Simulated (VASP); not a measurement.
Zr: single point with LDA

Zr:

```
Zr
1.0
     2.48138    4.29788    0.00000
     0.00000    0.00000    5.41579
     7.43968   -4.29530    0.00000
Zr
8
Direct
  0.50000 0.00001 0.83330
  0.00000 0.00001 0.33330
  0.50000 0.50001 0.16670
  0.00000 0.50001 0.66670
  0.50000 0.49999 0.83330
  0.00000 0.49999 0.33330
  0.50000 0.99999 0.16670
  0.00000 0.99999 0.66670
```

This isn't the form of Zr at room conditions, which is hcp.

```yaml
Program: VASP 6.6.1
Task: single point
Functional: LDA
Potentials_or_basis: VASP PAW LDA potentials, release 64 (Zr_sv)
Cutoff: 520 eV
k_mesh: 8 × 6 × 6
Occupations: gaussian, width 0.1 eV
Spin: no spin polarisation
Dipole_correction: no
Further_INCAR_settings: ALGO = Fast; EDIFF = 1e-07; NBANDS = 58
```

```json
{"Pressure": "0.0 GPa", "Largest force": "0.004 eV/Å", "Band gap on the k mesh": "zero (bands 48 and 49 overlap by 0.57 eV)"}
```

Forces in eV/Å, atoms in the order of the input:
```
Zr  -0.004  0.002 -0.001
Zr  -0.004  0.002 -0.001
Zr   0.004 -0.002 -0.001
Zr   0.004 -0.002 -0.001
Zr  -0.004  0.002  0.001
Zr  -0.004  0.002  0.001
Zr   0.004 -0.002  0.001
Zr   0.004 -0.002  0.001
```

Levels at points of the mesh, in eV from the Fermi level:
```tsv
k point	band 46	band 47	band 48	band 49	band 50	band 51
(0.00, 0.00, 0.00)	-0.20	-0.10	0.09	0.09	0.21	0.62
(0.50, 0.00, 0.00)	-0.58	-0.42	-0.42	0.04	0.04	0.79
(0.00, 0.50, 0.00)	-0.35	0.13	0.13	0.61	0.61	0.62
(0.50, 0.50, 0.00)	-0.60	-0.60	-0.60	0.58	0.58	0.58
(0.00, 0.00, 0.50)	-0.35	-0.02	-0.02	0.02	0.02	0.67
(0.50, 0.00, 0.50)	-0.58	-0.20	-0.20	-0.10	-0.10	0.21
(0.00, 0.50, 0.50)	-0.30	-0.30	-0.30	0.33	0.33	0.33
(0.50, 0.50, 0.50)	-0.65	-0.65	-0.65	0.13	0.13	0.13
```

It took 53 min on 1 thread of Oxide Virtual Turin-like Processor, with other jobs on the host, peak memory 0.71 GiB.
